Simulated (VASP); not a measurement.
Here is a VASP 6.6.1 calculation.

INCAR

```
ALGO = Normal ; EDIFF = 1E-6
EDIFFG = -0.01 ; ENCUT = 600
GGA = RE ; IBRION = 2
ISIF = 3 ; ISMEAR = -1
IVDW = 12 ; LASPH = True
LCHARG = False ; LREAL = False
LWAVE = False ; NELM = 100
NSW = 80 ; PREC = Accurate
SIGMA = 0.05
```

File KPOINTS:

```
k-points
0
Gamma
  9 9 9
```

File POSCAR:

```
ZnS
1.0
    0.0000000000      2.7020000000      2.7020000000
    2.7020000000      0.0000000000      2.7020000000
    2.7020000000      2.7020000000      0.0000000000
Zn S
1 1
Direct
    0.7500000000      0.7500000000      0.7500000000
    0.0000000000      0.0000000000      0.0000000000
```

Potentials or basis: VASP PAW PBE potentials, release 64 (Zn, S).

Command:

```console
$ cat potpaw_PBE.64/Zn/POTCAR potpaw_PBE.64/S/POTCAR > POTCAR
$ mpirun -np 1 vasp_std > vasp.out
```

**Question.** Estimate the dispersion energy per atom.

**Answer.** -0.623 eV.

**Question.** Estimate the space group after relaxing (to 0.1 Å).

**Answer.** F-43m (No. 216).

The path:
| step | energy change (eV) | largest force (eV/Å) | pressure (GPa) | volume (Å³) |
| --- | --- | --- | --- | --- |
| 1 | 0.0000 | 0.0000 | -2.03 | 39.45 |
| 2 | -0.0062 | 0.0000 | 0.76 | 38.05 |
| 3 | -0.0069 | 0.0000 | -0.07 | 38.39 |

Caveat: the PAW data sets were made with another functional, which shifts forces and pressure a little.
